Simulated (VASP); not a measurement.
# Ga (C2/c) in VASP: notebook

The runs below take Ga through single point, with PBEsol.

Everything below comes from runs of VASP 6.6.1. Logs are shortened: lines on timing, memory, paths and dates and some standing lists are left out, and cuts for length are marked.

**1. The cell of the first run**

It takes space group C2/c (No. 15, monoclinic). The conventional cell has a = 2.719 Å, b = 7.916 Å, c = 3.276 Å, α = 90.00°, β = 92.02°, γ = 90.00°. Within 3.5 Å of Ga (site symmetry 2) lie 10 Ga at 2.64 to 3.28 Å.

**2. Single point, PBEsol (volume scaled by 0.95)**

INCAR

```
SYSTEM = Ga
  PREC = Accurate
  ENCUT = 520
  EDIFF = 1E-6
  ISMEAR = -1
  SIGMA = 0.03
  LREAL = .False.
  LASPH = .True.
  NELM = 100
  ALGO = Normal
  ISIF = 2
  LWAVE = .False.
  LCHARG = .False.
  GGA = PS
  NBANDS = 20
```

KPOINTS

```
regular mesh
0
Gamma
  14 14 11
  0 0 0
```

POSCAR

```
Ga
1.0
    1.3595547928     -3.9582410506      0.0000000000
    1.3595547928      3.9582410506      0.0000000000
   -0.1154589374      0.0000000000      3.2734796031
Ga
2
Direct
    0.8690000000      0.1310000000      0.2500000000
    0.1310000000      0.8690000000      0.7500000000
```

Potentials or basis: VASP PAW PBE potentials, release 64 (Ga_d).

The run is started by

```sh
> cat potpaw_PBE.64/Ga_d/POTCAR > POTCAR
> mpirun -np 1 vasp_std > vasp.out
```

OUTCAR:

```text
SYSTEM = Ga
   PREC = Accurate
   ENCUT = 520
   EDIFF = 1E-6
   ISMEAR = -1
   LREAL = .False.
   LASPH = .True.
   NELM = 100
   ISIF = 2
   GGA = PS

 ion  position               nearest neighbor table
   1  0.869  0.131  0.250-   2 2.64   2 2.64   2 2.81   2 2.81   2 2.87   2 2.87
   2  0.131  0.869  0.750-   1 2.64   1 2.64   1 2.81   1 2.81   1 2.87   1 2.87

  LATTYP: Found a base centered monoclinic cell.
 ALAT       =     2.7191095856
 B/A-ratio  =     2.9114244395
 C/A-ratio  =     1.2046278548
 COS(beta)  =    -0.0352490928

  Lattice vectors:

 A1 = (   1.3595547928,  -3.9582410506,   0.0000000000)
 A2 = (   1.3595547928,   3.9582410506,   0.0000000000)
 A3 = (  -0.1154589374,   0.0000000000,   3.2734796031)

Analysis of symmetry for initial positions (statically):
=====================================================================
 Subroutine PRICEL returns:
 Original cell was already a primitive cell.

 Routine SETGRP: Setting up the symmetry group for a
 base centered monoclinic supercell.

 Subroutine GETGRP returns: Found  4 space group operations
 (whereof  2 operations were pure point group operations)
 out of a pool of  4 trial point group operations.

The static configuration has the point symmetry S_2 .
 The point group associated with its full space group is C_2h.

Analysis of symmetry for dynamics (positions and initial velocities):
=====================================================================
 Subroutine PRICEL returns:
 Original cell was already a primitive cell.

 Routine SETGRP: Setting up the symmetry group for a
 base centered monoclinic supercell.

 Subroutine GETGRP returns: Found  4 space group operations
 (whereof  2 operations were pure point group operations)
 out of a pool of  4 trial point group operations.

The dynamic configuration has the point symmetry S_2 .
 The point group associated with its full space group is C_2h.

 Subroutine INISYM returns: Found  4 space group operations
 (whereof  2 operations are pure point group operations),
 and found     1 'primitive' translations

----------------------------------------------------------------------------------------

                                     Primitive cell

  volume of cell :      35.2321

  direct lattice vectors                    reciprocal lattice vectors
     1.359554793 -3.958241051  0.000000000     0.367767451 -0.126318734  0.012971530
     1.359554793  3.958241051  0.000000000     0.367767451  0.126318734  0.012971530
    -0.115458937  0.000000000  3.273479603     0.000000000  0.000000000  0.305485331

  length of vectors
     4.185219403  4.185219403  3.275515147     0.389072719  0.389072719  0.305485331

  position of ions in fractional coordinates (direct lattice)
     0.869000000  0.131000000  0.250000000
     0.131000000  0.869000000  0.750000000

  ion indices of the primitive-cell ions
   primitive index   ion index
                 1           1
                 2           2

----------------------------------------------------------------------------------------

 KPOINTS: regular mesh

Automatic generation of k-mesh.
 Grid dimensions read from file:
 generate k-points for:   14   14   11

 Generating k-lattice:

  Cartesian coordinates                     Fractional coordinates (reciprocal lattice)
     0.026269104 -0.009022767  0.000926538     0.071428571 -0.000000000  0.000000000
     0.026269104  0.009022767  0.000926538    -0.000000000  0.071428571  0.000000000
     0.000000000  0.000000000  0.027771394     0.000000000  0.000000000  0.090909091

  Length of vectors
     0.027790909  0.027790909  0.027771394

  Shift w.r.t. Gamma in fractional coordinates (k-lattice)
     0.000000000  0.000000000  0.000000000

 Subroutine IBZKPT returns following result:
 ===========================================

 Found    582 irreducible k-points:

 Following reciprocal coordinates:
            Coordinates               Weight
  0.000000  0.000000  0.000000      1.000000
  0.071429  0.000000  0.000000      4.000000
  0.142857  0.000000 -0.000000      4.000000
  0.214286  0.000000  0.000000      4.000000
  0.285714  0.000000 -0.000000      4.000000
  0.357143  0.000000 -0.000000      4.000000
[... 16 lines left out ...]
  0.214286  0.142857  0.000000      4.000000
  0.285714  0.142857  0.000000      4.000000
 [... further k-points ...]
   k-points           NKPTS =    582   k-points in BZ     NKDIM =    582   number of bands    NBANDS=     20
   number of dos      NEDOS =    301   number of ions     NIONS =      2
   total plane-waves  NPLWV =  24576
   dimension x,y,z NGX =    32 NGY =   32 NGZ =   24
   dimension x,y,z NGXF=    64 NGYF=   64 NGZF=   48
   ions per type =               2
   NGX,Y,Z   is equivalent  to a cutoff of  12.71, 12.71, 12.18 a.u.
   NGXF,Y,Z  is equivalent  to a cutoff of  25.42, 25.42, 24.36 a.u.
 SYSTEM =  Ga
   PREC   = accura    normal or accurate (medium, high low for compatibility)
   ISTART =      0    job   : 0-new  1-cont  2-samecut
   ICHARG =      2    charge: 1-file 2-atom 10-const
   ISPIN  =      1    spin polarized calculation?
   LNONCOLLINEAR =      F non collinear calculations
   LSORBIT =      F    spin-orbit coupling
   LASPH  =      T    aspherical Exc in radial PAW
   ENCUT  =  520.0 eV  38.22 Ry    6.18 a.u.   7.78  7.78  6.09*2*pi/ulx,y,z
   NELM   =    100;   NELMIN=  2; NELMDL= -5     # of ELM steps
   EDIFF  = 0.1E-05   stopping-criterion for ELM
   LREAL  =      F    real-space projection
   EDIFFG = 0.1E-04   stopping-criterion for IOM
   NSW    =      0    number of steps for IOM
   IBRION =     -1    ionic relax: 0-MD 1-quasi-New 2-CG
   NFREE  =      0    steps in history (QN), initial steepest desc. (CG)
   ISIF   =      2    stress and relaxation
   ISYM   =      2    0-nonsym 1-usesym 2-fastsym
   POTIM  = 0.5000    time-step for ionic-motion
   TEBEG  =    0.0;   TEEND  =   0.0 temperature during run
   PSTRESS=    0.0 pullay stress
   NELECT =      26.0000    total number of electrons
   NUPDOWN=      -1.0000    fix difference up-down
   EMIN   =  10.00;   EMAX   =-10.00  energy-range for DOS
   EFERMI =   0.00;   METHOD = LEGACY
   ISMEAR =    -1;   SIGMA  =   0.03  broadening in eV -4-tet -1-fermi 0-gaus
   EFERMI_NEDOS =   21; number of points for ismear=-14 and -15
   IALGO  =     38    algorithm
   IMIX   =      4    mixing-type and parameters
     AMIX     =   0.40;   BMIX     =  1.00
     AMIX_MAG =   1.60;   BMIX_MAG =  1.00
  volume/ion in A,a.u.               =      17.62       118.88
  Fermi-wavevector in a.u.,A,eV,Ry     =   1.479403  2.795666 29.778152  2.188632
  Thomas-Fermi vector in A             =   2.593565
   LORBIT       =      0    0 simple, 1 ext, 2 COOP (PROOUT), +10 PAW based schemes
   GGA     = PS    functional components
   LHFCALC =     F    Hartree Fock is set to
   AEXX    =    0.0000 exact exchange contribution
   IVDW    =     0    specifies the selected vdW correction
   LEPSILON=     F    determine dielectric tensor
   LRPA    =     F    only Hartree local field effects (RPA)
 non-spin polarized calculation
  energy-cutoff  :      520.00
  volume of cell :       35.23
 maximum number of plane-waves:       967
   NGX = 15   NGY = 15   NGZ = 13

 number of electron      26.0000012 magnetization

 Free energy of the ion-electron system (eV)
  ---------------------------------------------------
  ext. energy  EPLUGINS =         0.00000000
  ---------------------------------------------------
  free energy    TOTEN  =        -6.67719544 eV

  energy without entropy =       -6.67537355  energy(sigma->0) =       -6.67628450

 E-fermi :   5.9922     XC(G=0): -11.4585

 val. band max:        5.9771259794   @ k =  -0.2143   0.5000   0.3636
 cond. band min:       5.9930800228   @ k =   0.4286   0.2857   0.1818
 fundamental gap:      0.0159540435
 Fermi energy:         5.9922483141

 k-point     1 :       0.0000    0.0000    0.0000
  band No.  band energies     occupation
      1      -9.1880      2.00000
      2      -9.1817      2.00000
      3      -9.1362      2.00000
      4      -9.1181      2.00000
      5      -8.7977      2.00000
      6      -8.7953      2.00000
[... 12 lines left out ...]
     19      17.1326      0.00000
     20      19.4328      0.00000

 k-point     2 :       0.0714    0.0000    0.0000
  band No.  band energies     occupation
      1      -9.1833      2.00000
      2      -9.1723      2.00000
      3      -9.1253      2.00000
      4      -9.0936      2.00000
      5      -8.8086      2.00000
      6      -8.8058      2.00000
[... 12 lines left out ...]
     19      17.4196      0.00000
     20      20.1626      0.00000

 k-point     3 :       0.1429    0.0000   -0.0000
  band No.  band energies     occupation
      1      -9.1701      2.00000
      2      -9.1489      2.00000
      3      -9.0907      2.00000
      4      -9.0292      2.00000
      5      -8.8407      2.00000
      6      -8.8358      2.00000
[... 12 lines left out ...]
     19      17.5649      0.00000
     20      20.8144      0.00000

 k-point     4 :       0.2143    0.0000    0.0000
  band No.  band energies     occupation
      1      -9.1516      2.00000
      2      -9.1199      2.00000
      3      -9.0415      2.00000
      4      -8.9578      2.00000
      5      -8.8825      2.00000
      6      -8.8668      2.00000
[... 12 lines left out ...]
     19      17.7370      0.00000
     20      21.6365      0.00000

 k-point     5 :       0.2857    0.0000   -0.0000
  band No.  band energies     occupation
      1      -9.1326      2.00000
      2      -9.0920      2.00000
      3      -9.0040      2.00000
      4      -8.9669      2.00000
      5      -8.9336      2.00000
      6      -8.8353      2.00000
[... 12 lines left out ...]
     19      17.9529      0.00000
     20      20.3751      0.00000
[... 353 lines left out ...]
      6      -8.8009      2.00000
[... 12 lines left out ...]
     19      17.2820      0.00000
     20      18.8962      0.00000

 k-point    22 :       0.1429    0.1429   -0.0000
  band No.  band energies     occupation
      1      -9.1509      2.00000
      2      -9.1025      2.00000
      3      -9.0092      2.00000
      4      -8.9264      2.00000
      5      -8.8980      2.00000
      6      -8.8713      2.00000
[... 12 lines left out ...]
     19      18.7638      0.00000
     20      21.1316      0.00000

 k-point    23 :       0.2143    0.1429    0.0000
  band No.  band energies     occupation
      1      -9.1405      2.00000
      2      -9.0766      2.00000
      3      -9.0412      2.00000
      4      -8.9355      2.00000
      5      -8.9294      2.00000
      6      -8.8919      2.00000
[... 12 lines left out ...]
     19      18.7967      0.00000
     20      20.0865      0.00000

 k-point    24 :       0.2857    0.1429    0.0000
  band No.  band energies     occupation
      1      -9.1320      2.00000
      2      -9.0850      2.00000
      3      -9.0431      2.00000
      4      -8.9692      2.00000
      5      -8.9377      2.00000
      6      -8.8929      2.00000
[... 12 lines left out ...]
     19      17.8779      0.00000
     20      18.7717      0.00000

 [... further k-points ...]
[... 5 lines left out ...]
  --------------------------------------------------------------------------------------
  -------------------------------------------------------------------------------------
  Total        0.2630857      0.2993655      0.2257416      0.0000000      0.0000000     -0.0270458
  in kB       11.9638046     13.6136230     10.2655830      0.0000000      0.0000000     -1.2299078
  external PRESSURE =      11.9476702 kB  Pullay stress =       0.0000000 kB

 VOLUME and BASIS-vectors are now :
 -----------------------------------------------------------------------------
  energy-cutoff  :      520.00
  volume of cell :       35.23
      direct lattice vectors                 reciprocal lattice vectors
     1.359554793 -3.958241051  0.000000000     0.367767451 -0.126318734  0.012971530
     1.359554793  3.958241051  0.000000000     0.367767451  0.126318734  0.012971530
    -0.115458937  0.000000000  3.273479603     0.000000000  0.000000000  0.305485331

 POSITION                                       TOTAL-FORCE (eV/Angst)
 -----------------------------------------------------------------------------------
      1.33069     -2.92118      0.81837         0.000000      0.204686     -0.000000
      1.27296      2.92118      2.45511        -0.000000     -0.204686      0.000000
 -----------------------------------------------------------------------------------
    total drift:                                0.000000      0.000000     -0.000000

  FREE ENERGIE OF THE ION-ELECTRON SYSTEM (eV)
  ---------------------------------------------------
  free  energy   TOTEN  =        -6.6771954435 eV

  energy  without entropy=       -6.6753735505  energy(sigma->0) =       -6.67628450
```

It took 2.6 min on 1 thread of Intel Xeon Platinum 8488C (Sapphire Rapids), shared host; peak memory 0.42 GiB.

What came out:

```yaml
Free_energy: -6.6772 eV
Pressure: 1.2 GPa
Largest_force: 0.205 eV/Å
Band_gap_on_the_k_mesh: zero (band 13 reaches 10.10 eV, above the bottom of band 14 at 1.79 eV)
```

Forces on the atoms (eV/Å):
```
Ga   0.000  0.205  0.000
Ga   0.000 -0.205  0.000
```

Caveat: the PAW data sets were made with another functional, which shifts forces and pressure a little.

**3. Single point, PBEsol (volume scaled by 0.975)**

INCAR

```
SYSTEM = Ga
  PREC = Accurate
  ENCUT = 520
  EDIFF = 1E-6
  ISMEAR = -1
  SIGMA = 0.03
  LREAL = .FALSE.
  LASPH = .TRUE.
  NELM = 60
  ALGO = Normal
  ISIF = 2
  LWAVE = .FALSE.
  LCHARG = .FALSE.
  GGA = PS
  NBANDS = 20
```

KPOINTS

```
Automatic mesh
0
G
  14 14 11
  0 0 0
```

POSCAR

```
Ga
1.0
    1.3713776018     -3.9926622658      0.0000000000
    1.3713776018      3.9926622658      0.0000000000
   -0.1164629786      0.0000000000      3.3019460719
Ga
2
Direct
    0.8690000000      0.1310000000      0.2500000000
    0.1310000000      0.8690000000      0.7500000000
```

Potentials or basis: VASP PAW PBE potentials, release 64 (Ga_d).

The run is started by

```sh
> cat potpaw_PBE.64/Ga_d/POTCAR > POTCAR
> mpirun -np 1 vasp_std > vasp.out
```

It took 3.1 min on 1 thread of Intel Xeon Platinum 8488C (Sapphire Rapids), shared host; peak memory 0.43 GiB.

Results (log left out):

- Free energy: -6.6798 eV
- Pressure: -0.5 GPa
- Largest force: 0.194 eV/Å
- Band gap on the k mesh: zero (band 13 reaches 9.79 eV, above the bottom of band 14 at 1.64 eV)

Forces on the atoms (eV/Å):
```
Ga   0.000  0.194  0.000
Ga   0.000 -0.194  0.000
```

Stress tensor (GPa, compression positive):
```
-0.49  0.00 -0.12
 0.00 -0.34  0.00
-0.12  0.00 -0.57
```

Levels at points of the mesh, in eV from the Fermi level:
```
           k point  band 9  band 10  band 11  band 12  band 13  band 14  band 15  band 16  band 17  band 18
(0.00, 0.00, 0.00)  -14.72   -14.57   -11.43    -2.17    -1.55     1.63     5.47     9.87    10.39    10.61
(0.50, 0.00, 0.00)  -14.64   -14.59    -6.11    -5.14    -1.40     0.04     5.90     6.73     8.60     9.53
(0.50, 0.50, 0.00)  -14.68   -14.64    -9.26    -8.75     4.05     4.65     5.96     6.19     7.68    11.08
```

Caveat: the PAW data sets were made with another functional, which shifts forces and pressure a little.

**4. Single point, PBEsol (zz strain of -3 %)**

INCAR

```
PREC = Accurate
ENCUT = 520
EDIFF = 1E-7
ISMEAR = -1
SIGMA = 0.03
LREAL = False
LASPH = True
NELM = 80
ALGO = Normal
ISIF = 2
LWAVE = False
LCHARG = False
GGA = PS
NBANDS = 20
```

KPOINTS

```
Automatic mesh
0
Gamma
  14 14 11
```

POSCAR

```
Ga
1.0
    1.3830000000     -4.0265000000      0.0000000000
    1.3830000000      4.0265000000      0.0000000000
   -0.1174500000      0.0000000000      3.2300321000
Ga
2
Direct
    0.8690000000      0.1310000000      0.2500000000
    0.1310000000      0.8690000000      0.7500000000
```

The run is started by

```sh
> cat potpaw_PBE.64/Ga_d/POTCAR > POTCAR
> mpirun -np 1 vasp_std > vasp.out
```

Wall time 2.2 min (1 thread of Intel Xeon 6975P-C (Granite Rapids), shared host); peak memory 0.42 GiB.

Results (log left out):

| Property | Result |
| --- | --- |
| Free energy | -6.6787 eV |
| Pressure | -0.1 GPa |
| Largest force | 0.226 eV/Å |
| Band gap on the k mesh | zero (band 13 reaches 10.33 eV, above the bottom of band 14 at 1.75 eV) |

Forces on the atoms (eV/Å):
```
Ga   0.000  0.226  0.000
Ga   0.000 -0.226  0.000
```

Stress tensor (GPa, compression positive):
```
-0.24  0.00  0.09
 0.00 -0.52  0.00
 0.09  0.00  0.51
```

Levels at points of the mesh, in eV from the Fermi level:
```csv
k point,band 10,band 11,band 12,band 13,band 14,band 15,band 16,band 17
"(0.00, 0.00, 0.00)",-14.60,-11.50,-2.37,-1.68,2.13,5.92,9.45,10.17
"(0.50, 0.00, 0.00)",-14.63,-6.31,-5.28,-1.59,-0.17,6.16,6.80,8.95
"(0.50, 0.50, 0.00)",-14.67,-9.37,-8.86,4.51,5.09,6.44,6.62,7.29
```

Caveat: the cell differs from its parent crystal (zz strain of -3 %); the PAW data sets were made with another functional, which shifts forces and pressure a little.

**5. The runs side by side**

| cell | gap on the mesh (eV) | pressure (GPa) | largest force (eV/Å) |
| --- | --- | --- | --- |
| a = 4.185, b = 4.185, c = 3.276 Å, angles 90.7, 90.7, 142.1°, 2 atoms | none | 1.2 | 0.20 |
| a = 4.222, b = 4.222, c = 3.304 Å, angles 90.7, 90.7, 142.1°, 2 atoms | none | -0.5 | 0.19 |
| a = 4.257, b = 4.257, c = 3.232 Å, angles 90.7, 90.7, 142.1°, 2 atoms | none | -0.1 | 0.23 |

Alike in all rows: task single point; level PBEsol; potentials or basis VASP PAW PBE potentials, release 64 (Ga_d); no spin polarisation; k mesh 14 × 14 × 11; cutoff (eV) 520; smearing fermi-dirac 0.03 eV.

Caveats: the PAW data sets were made with another functional, which shifts forces and pressure a little.

Total energies depend on the potentials used, so only differences within one code and one set of settings carry meaning.
